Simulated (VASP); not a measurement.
# Na3TiPd2 (P-3m1) in VASP: single point with PBE

Aim: the single point of Na3TiPd2 with PBE.

Everything below comes from runs of VASP 6.6.1. Logs are shortened: lines on timing, memory, paths and dates and some standing lists are left out, and cuts for length are marked.

**1. The cell of the first run**

It takes space group P-3m1 (No. 164, trigonal). Conventional cell: a = 4.391 Å, b = 4.391 Å, c = 8.788 Å, α = 90.00°, β = 90.00°, γ = 120.00°. Na (site symmetry -3m) has 12 Na at 3.30 to 4.39 Å and 2 Ti at 4.39 Å and 6 Pd at 4.49 Å within 4.5 Å. Within 3.9 Å of Na (site symmetry 3m) lie 4 Pd at 2.98 to 3.00 Å and 3 Na at 3.30 Å and 3 Ti at 3.41 Å. Within 3.5 Å of Ti (site symmetry -3m) lie 6 Pd at 2.63 Å and 6 Na at 3.41 Å. Within 3.5 Å of Pd (site symmetry 3m) lie 3 Ti at 2.63 Å and 3 Pd at 2.89 Å and 4 Na at 2.98 to 3.00 Å.

The cell was generated, and may not be a known phase.

**2. Single point, PBE, collinear spin**

The input, INCAR:

```
  PREC = Accurate
  ENCUT = 520
  EDIFF = 1E-6
  ISMEAR = 0
  SIGMA = 0.1
  LREAL = F
  LASPH = T
  NELM = 150
  ALGO = Fast
  ISIF = 2
  LWAVE = F
  LCHARG = F
  ISPIN = 2
  MAGMOM = 0 0 0 1 1 1
  LORBIT = 11
  LMAXMIX = 4
  GGA = PE
  NBANDS = 40
```

The input, KPOINTS:

```
regular mesh
0
Gamma
  6 6 2
```

The input, POSCAR:

```
Na3TiPd2
1.0
    4.3913444045      0.0000000000      0.0000000000
   -2.1956722023      3.8030158111      0.0000000000
    0.0000000000      0.0000000000      8.7878573560
Na Ti Pd
3 1 2
Direct
    0.0000000000      0.0000000000      0.5000000000
    0.6666666667      0.3333333333      0.2603297821
    0.3333333333      0.6666666667      0.7396702179
    0.0000000000      0.0000000000      0.0000000000
    0.6666666667      0.3333333333      0.9214722584
    0.3333333333      0.6666666667      0.0785277416
```

Potentials or basis: VASP PAW PBE potentials, release 64 (Na_pv, Ti_sv, Pd).

Run with:

```
> cat potpaw_PBE.64/Na_pv/POTCAR potpaw_PBE.64/Ti_sv/POTCAR potpaw_PBE.64/Pd/POTCAR > POTCAR
> mpirun -np 1 vasp_std > vasp.out
```

OUTCAR:

```text
PREC = Accurate
   ENCUT = 520
   EDIFF = 1E-6
   ISMEAR = 0
   LREAL = F
   LASPH = T
   NELM = 150
   ISIF = 2
   ISPIN = 2
   LORBIT = 11
   GGA = PE

 ion  position               nearest neighbor table
   1  0.000  0.000  0.500-
   2  0.667  0.333  0.260-   5 2.98   6 3.00   6 3.00   6 3.00
   3  0.333  0.667  0.740-   6 2.98   5 3.00   5 3.00   5 3.00
   4  0.000  0.000  0.000-   5 2.63   6 2.63   5 2.63   6 2.63   5 2.63   6 2.63
   5  0.667  0.333  0.921-   4 2.63   4 2.63   4 2.63   6 2.89   6 2.89   6 2.89   2 2.98   3 3.00
                             3 3.00   3 3.00
   6  0.333  0.667  0.079-   4 2.63   4 2.63   4 2.63   5 2.89   5 2.89   5 2.89   3 2.98   2 3.00
                             2 3.00   2 3.00

  LATTYP: Found a hexagonal cell.
 ALAT       =     4.3913444045
 C/A-ratio  =     2.0011769851

  Lattice vectors:

 A1 = (   4.3913444045,   0.0000000000,   0.0000000000)
 A2 = (  -2.1956722023,   3.8030158111,   0.0000000000)
 A3 = (   0.0000000000,   0.0000000000,   8.7878573560)

Analysis of symmetry for initial positions (statically):
=====================================================================
 Subroutine PRICEL returns:
 Original cell was already a primitive cell.

 Routine SETGRP: Setting up the symmetry group for a
 hexagonal supercell.

 Subroutine GETGRP returns: Found 12 space group operations
 (whereof 12 operations were pure point group operations)
 out of a pool of 24 trial point group operations.

The static configuration has the point symmetry D_3d.

Analysis of symmetry for dynamics (positions and initial velocities):
=====================================================================
 Subroutine PRICEL returns:
 Original cell was already a primitive cell.

 Routine SETGRP: Setting up the symmetry group for a
 hexagonal supercell.

 Subroutine GETGRP returns: Found 12 space group operations
 (whereof 12 operations were pure point group operations)
 out of a pool of 24 trial point group operations.

The dynamic configuration has the point symmetry D_3d.

Analysis of structural, dynamic, and magnetic symmetry:
=====================================================================
 Subroutine PRICEL returns:
 Original cell was already a primitive cell.

 Routine SETGRP: Setting up the symmetry group for a
 hexagonal supercell.

 Subroutine GETGRP returns: Found 12 space group operations
 (whereof 12 operations were pure point group operations)
 out of a pool of 24 trial point group operations.

The overall configuration has the point symmetry D_3d.

 Subroutine INISYM returns: Found 12 space group operations
 (whereof 12 operations are pure point group operations),
 and found     1 'primitive' translations

----------------------------------------------------------------------------------------

                                     Primitive cell

  volume of cell :     146.7603

  direct lattice vectors                    reciprocal lattice vectors
     4.391344404  0.000000000  0.000000000     0.227720695  0.131474605  0.000000000
    -2.195672202  3.803015811  0.000000000     0.000000000  0.262949209  0.000000000
     0.000000000  0.000000000  8.787857356     0.000000000  0.000000000  0.113793381

  length of vectors
     4.391344404  4.391344405  8.787857356     0.262949209  0.262949209  0.113793381

  position of ions in fractional coordinates (direct lattice)
     0.000000000  0.000000000  0.500000000
     0.666666667  0.333333333  0.260329782
     0.333333333  0.666666667  0.739670218
     0.000000000  0.000000000  0.000000000
     0.666666667  0.333333333  0.921472258
     0.333333333  0.666666667  0.078527742

  ion indices of the primitive-cell ions
[... 37 lines left out ...]
  0.166667  0.000000  0.000000      6.000000
  0.333333  0.000000  0.000000      6.000000
  0.500000  0.000000  0.000000      3.000000
  0.166667  0.166667  0.000000      6.000000
  0.333333  0.166667  0.000000     12.000000
  0.333333  0.333333  0.000000      2.000000
  0.000000  0.000000  0.500000      1.000000
  0.166667  0.000000  0.500000      6.000000
  0.333333  0.000000  0.500000      6.000000
  0.500000  0.000000  0.500000      3.000000
  0.166667  0.166667  0.500000      6.000000
  0.333333  0.166667  0.500000     12.000000
  0.333333  0.333333  0.500000      2.000000
   k-points           NKPTS =     14   k-points in BZ     NKDIM =     14   number of bands    NBANDS=     40
   number of dos      NEDOS =    301   number of ions     NIONS =      6
   total plane-waves  NPLWV =  90720
   dimension x,y,z NGX =    36 NGY =   36 NGZ =   70
   dimension x,y,z NGXF=    72 NGYF=   72 NGZF=  140
   ions per type =               3   1   2
   NGX,Y,Z   is equivalent  to a cutoff of  13.63, 13.63, 13.24 a.u.
   NGXF,Y,Z  is equivalent  to a cutoff of  27.26, 27.26, 26.48 a.u.
 SYSTEM =  unknown system
   PREC   = accura    normal or accurate (medium, high low for compatibility)
   ISTART =      0    job   : 0-new  1-cont  2-samecut
   ICHARG =      2    charge: 1-file 2-atom 10-const
   ISPIN  =      2    spin polarized calculation?
   LNONCOLLINEAR =      F non collinear calculations
   LSORBIT =      F    spin-orbit coupling
   LASPH  =      T    aspherical Exc in radial PAW
   ENCUT  =  520.0 eV  38.22 Ry    6.18 a.u.   8.16  8.16 16.34*2*pi/ulx,y,z
   NELM   =    150;   NELMIN=  2; NELMDL= -5     # of ELM steps
   EDIFF  = 0.1E-05   stopping-criterion for ELM
   LREAL  =      F    real-space projection
   EDIFFG = 0.1E-04   stopping-criterion for IOM
   NSW    =      0    number of steps for IOM
   IBRION =     -1    ionic relax: 0-MD 1-quasi-New 2-CG
   NFREE  =      0    steps in history (QN), initial steepest desc. (CG)
   ISIF   =      2    stress and relaxation
   ISYM   =      2    0-nonsym 1-usesym 2-fastsym
   POTIM  = 0.5000    time-step for ionic-motion
   TEBEG  =    0.0;   TEEND  =   0.0 temperature during run
   PSTRESS=    0.0 pullay stress
   NELECT =      53.0000    total number of electrons
   NUPDOWN=      -1.0000    fix difference up-down
   EMIN   =  10.00;   EMAX   =-10.00  energy-range for DOS
   EFERMI =   0.00;   METHOD = LEGACY
   ISMEAR =     0;   SIGMA  =   0.10  broadening in eV -4-tet -1-fermi 0-gaus
   EFERMI_NEDOS =   21; number of points for ismear=-14 and -15
   IALGO  =     68    algorithm
   IMIX   =      4    mixing-type and parameters
     AMIX     =   0.40;   BMIX     =  1.00
     AMIX_MAG =   1.60;   BMIX_MAG =  1.00
  volume/ion in A,a.u.               =      24.46       165.06
  Fermi-wavevector in a.u.,A,eV,Ry     =   1.165818  2.203076 18.492093  1.359130
  Thomas-Fermi vector in A             =   2.302339
   LORBIT       =     11    0 simple, 1 ext, 2 COOP (PROOUT), +10 PAW based schemes
   GGA     = PE    functional components
   LHFCALC =     F    Hartree Fock is set to
   AEXX    =    0.0000 exact exchange contribution
   IVDW    =     0    specifies the selected vdW correction
   LEPSILON=     F    determine dielectric tensor
   LRPA    =     F    only Hartree local field effects (RPA)
 spin polarized calculation
 RMM-DIIS sequential band-by-band and
 Gauss-broadening in eV      SIGMA  =   0.10
  energy-cutoff  :      520.00
  volume of cell :      146.76
 maximum number of plane-waves:      3987
 NGX is ok and might be reduce to    36
   NGX = 17   NGY = 17   NGZ = 33

 number of electron      53.0000002 magnetization       0.0004353

 Free energy of the ion-electron system (eV)
  ---------------------------------------------------
  ext. energy  EPLUGINS =         0.00000000
  ---------------------------------------------------
  free energy    TOTEN  =       -22.66102471 eV

  energy without entropy =      -22.63789598  energy(sigma->0) =      -22.64946035

 E-fermi :   3.2279     XC(G=0):  -8.6647

 val. band max:        3.1826162326   @ k =   0.1667   0.0000   0.0000
 cond. band min:       3.2363682007   @ k =   0.1667   0.1667   0.5000
 fundamental gap:      0.0537519680
 Fermi energy:         3.2278532747

 spin component 1

 k-point     1 :       0.0000    0.0000    0.0000
  band No.  band energies     occupation
      1     -54.4104      1.00000
      2     -30.7506      1.00000
      3     -30.5810      1.00000
      4     -30.5810      1.00000
      5     -22.0440      1.00000
      6     -22.0440      1.00000
[... 563 lines left out ...]
     37       7.7546      0.00000
     38       7.8156      0.00000
 Fermi energy:         3.2278532747

 spin component 2

 k-point     1 :       0.0000    0.0000    0.0000
  band No.  band energies     occupation
      1     -54.4101      1.00000
      2     -30.7502      1.00000
      3     -30.5807      1.00000
      4     -30.5807      1.00000
      5     -22.0440      1.00000
      6     -22.0440      1.00000
[... 563 lines left out ...]
     37       7.7547      0.00000
     38       7.8157      0.00000
 [bands above 38 left out]

------------------------ aborting loop because EDIFF is reached ----------------------------------------

  FORCE on cell =-STRESS in cart. coord.  units (eV):
  Direction    XX          YY          ZZ          XY          YZ          ZX
  --------------------------------------------------------------------------------------
  -------------------------------------------------------------------------------------
  Total       -0.1115019     -0.1115019      0.1717172      0.0000000      0.0000000      0.0000000
  in kB       -1.2172626     -1.2172626      1.8746309      0.0000000      0.0000000      0.0000000
  external PRESSURE =      -0.1866314 kB  Pullay stress =       0.0000000 kB

 VOLUME and BASIS-vectors are now :
 -----------------------------------------------------------------------------
  energy-cutoff  :      520.00
  volume of cell :      146.76
      direct lattice vectors                 reciprocal lattice vectors
     4.391344404  0.000000000  0.000000000     0.227720695  0.131474605  0.000000000
    -2.195672202  3.803015811  0.000000000     0.000000000  0.262949209  0.000000000
     0.000000000  0.000000000  8.787857356     0.000000000  0.000000000  0.113793381

 POSITION                                       TOTAL-FORCE (eV/Angst)
 -----------------------------------------------------------------------------------
      0.00000      0.00000      4.39393        -0.000000      0.000000      0.000000
      2.19567      1.26767      2.28774        -0.000000      0.000000      0.000264
     -0.00000      2.53534      6.50012         0.000000      0.000000     -0.000264
      0.00000      0.00000      0.00000        -0.000000      0.000000      0.000000
      2.19567      1.26767      8.09777         0.000000     -0.000000     -0.010021
     -0.00000      2.53534      0.69009        -0.000000      0.000000      0.010021
 -----------------------------------------------------------------------------------
    total drift:                               -0.000000      0.000000      0.000000

  FREE ENERGIE OF THE ION-ELECTRON SYSTEM (eV)
  ---------------------------------------------------
  free  energy   TOTEN  =       -22.6610247112 eV

  energy  without entropy=      -22.6378959819  energy(sigma->0) =      -22.64946035

 total charge

# of ion       s       p       d       tot
------------------------------------------
    1        0.093   5.963   0.000   6.056
    2        0.105   5.984   0.000   6.088
    3        0.105   5.984   0.000   6.088
    4        2.233   6.117   1.780  10.131
    5        0.594   0.344   8.517   9.454
    6        0.594   0.344   8.517   9.454
--------------------------------------------------
tot          3.724  24.735  18.813  47.272

 magnetization (x)

# of ion       s       p       d       tot
------------------------------------------
    1       -0.000   0.000   0.000   0.000
    2       -0.000   0.000   0.000  -0.000
    3       -0.000   0.000   0.000  -0.000
    4        0.000   0.000   0.000   0.000
    5       -0.000   0.000  -0.000  -0.000
    6       -0.000   0.000  -0.000  -0.000
--------------------------------------------------
tot          0.000   0.000   0.000   0.000
```

It took 6.8 min on 1 thread of Intel Xeon Platinum 8259CL at 2.50GHz (Skylake/Cascade Lake), shared host; peak memory 0.42 GiB.

Results:

```yaml
Free_energy: -22.6610 eV
Pressure: 0.0 GPa
Largest_force: 0.010 eV/Å
Net_moment: 0.00 μB per cell
Valence_electrons_inside_the_program's_atomic_spheres: Na 6.06, 6.09 (each value once); Ti 10.13; Pd 9.45
```

Forces in eV/Å, atoms in the order of the input:
```
Na   0.000  0.000  0.000
Na   0.000  0.000  0.000
Na   0.000  0.000  0.000
Ti   0.000  0.000  0.000
Pd   0.000  0.000 -0.010
Pd   0.000  0.000  0.010
```
